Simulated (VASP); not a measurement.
Set up this calculation in VASP 6.6.1, as the native input.

| Quantity | Value |
| --- | --- |
| Task | single point |
| Functional | r2SCAN |
| Potentials or basis | VASP PAW PBE potentials, release 64 (W_sv, S) |
| Cutoff | 520 eV |
| k mesh | 12 × 12 × 12 |
| Occupations | gaussian, width 0.05 eV |
| Spin | no spin polarisation |
| Dipole correction | no |
| Further INCAR settings | ALGO = Normal; EDIFF = 1e-06; NBANDS = 20 |

WS2:

```
W S
1.0
     1.71842    0.99213    7.07168
    -1.71842    0.99213    7.07168
     0.00000   -1.98426    7.07168
W S
1 2
Direct
  0.99933 0.99933 0.99933
  0.74536 0.74536 0.74536
  0.58662 0.58662 0.58662
```

This cell differs from its parent crystal: strain +0.080 along x and y, +0.080 along z.

These files were run (other wordings do the same):

POSCAR

```
WS2
1.0
    1.7184222975      0.9921315760      7.0716821059
   -1.7184222975      0.9921315760      7.0716821059
    0.0000000000     -1.9842631520      7.0716821059
W S
1 2
Direct
    0.9993259061      0.9993259061      0.9993259061
    0.7453559600      0.7453559600      0.7453559600
    0.5866181338      0.5866181338      0.5866181338
```

INCAR.step1

```
PREC = Accurate
ENCUT = 520
ISMEAR = 0
SIGMA = 0.05
LREAL = F
LASPH = T
NELM = 80
NBANDS = 20
GGA = PE
ALGO = Normal
EDIFF = 1E-4
LWAVE = T
LCHARG = F
```

INCAR.step2

```
PREC = Accurate
ENCUT = 520
EDIFF = 1E-6
ISMEAR = 0
SIGMA = 0.05
LREAL = F
LASPH = T
NELM = 80
ALGO = Normal
ISIF = 2
LWAVE = F
LCHARG = F
METAGGA = R2SCAN
LMIXTAU = T
NBANDS = 20
ISTART = 1
```

KPOINTS

```
regular mesh
0
Gamma
  12 12 12
```

Potentials or basis: VASP PAW PBE potentials, release 64 (W_sv, S).

Launch:

```sh
$ cat potpaw_PBE.64/W_sv/POTCAR potpaw_PBE.64/S/POTCAR > POTCAR
$ cp INCAR.step1 INCAR
$ mpirun -np 1 vasp_std > vasp.out
$ cp INCAR.step2 INCAR
$ mpirun -np 1 vasp_std > vasp.out
```

Results of the run:

* Pressure: -21.6 GPa
* Largest force: 2.965 eV/Å
* Band gap on the k mesh: 1.13 eV (least direct gap 1.39 eV)

Caveat: the cell differs from its parent crystal (strain +0.080 along x and y, +0.080 along z); the cell stands under tension; the PAW data sets were made with another functional, which shifts forces and pressure a little; spin-orbit coupling is left out, which moves the levels of the heavy elements.

It took 36 min on 1 thread of Intel(R) Xeon(R) Platinum 8488C (Sapphire Rapids), on a shared host, peak memory 0.64 GiB.
